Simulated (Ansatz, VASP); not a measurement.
# HfN: VASP beside Ansatz

```
Hf N
1.0
     0.00000    2.25600    2.25600
     2.25600    0.00000    2.25600
     2.25600    2.25600    0.00000
Hf N
1 1
Direct
  0.00000 0.00000 0.00000
  0.50000 0.50000 0.50000
```

Alike in both runs: task relaxation of cell and atoms; functional revPBE; dispersion D3(BJ); k mesh 10 × 10 × 10; no spin polarisation.

```csv
,VASP,Ansatz
version,VASP 6.6.1,Ansatz 0.2.0
potentials or method,"VASP PAW PBE potentials, release 64 (Hf_pv, N)","plane waves, PAW"
plane-wave cutoff (eV),600,420
occupations,"methfessel-paxton of order 1, width 0.1 eV",cold
valence electrons in the cell,15,31
```

```tsv
	VASP	Ansatz	Ansatz less VASP
relaxed volume (Å³/atom)	11.35	11.46	+0.103
relaxed cell length with the largest relative difference (Å)	3.179	3.188	+0.0096
```

VASP's potentials were made for PBE, not for revPBE. VASP's potentials hold 15 valence electrons a cell and Ansatz's 31, so a difference there can come from the potentials and not from the codes.

Neither program's run includes spin-orbit coupling.
